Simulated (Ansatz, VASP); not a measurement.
## AgCl: VASP beside Ansatz

```xyz
2
Lattice="0.0000 2.7731 2.7731 2.7731 0.0000 2.7731 2.7731 2.7731 0.0000" Properties=species:S:1:pos:R:3 pbc="T T T"
Ag    2.7731    2.7731    2.7606
Cl    0.0000    0.0000    0.0000
```

Change from the starting cell: all Ag atoms moved +0.013 Å, as atom 1 towards its neighbour atom 2 (Cl) at 2.773 Å.

Alike in both runs: task single point; functional r2SCAN; k mesh 8 × 8 × 8; occupations gaussian, width 0.05 eV; no spin polarisation.

|  | VASP | Ansatz |
| --- | --- | --- |
| version | VASP 6.6.1 | Ansatz 0.2.0 |
| potentials or method | VASP PAW PBE potentials, release 64 (Ag, Cl), cutoff 520 eV | scalar-relativistic, plane waves, PAW |
| valence electrons in the cell | 18 | 26 |

```tsv
	VASP	Ansatz	Ansatz less VASP
gap on the k mesh at the Fermi level (eV)	1.42	1.48	+0.053
least direct gap on the mesh (eV)	3.70	3.74	+0.045
pressure (GPa)	-0.1	0.0	+0.08
rms of the force components (eV/Å)	0.009	0.009	+0.0001
```

VASP's potentials were made for PBE, not for r2SCAN. Atom by atom the forces differ by 0.000 eV/Å (rms over components). VASP's potentials hold 18 valence electrons a cell and Ansatz's 26, so a difference there can come from the potentials and not from the codes.
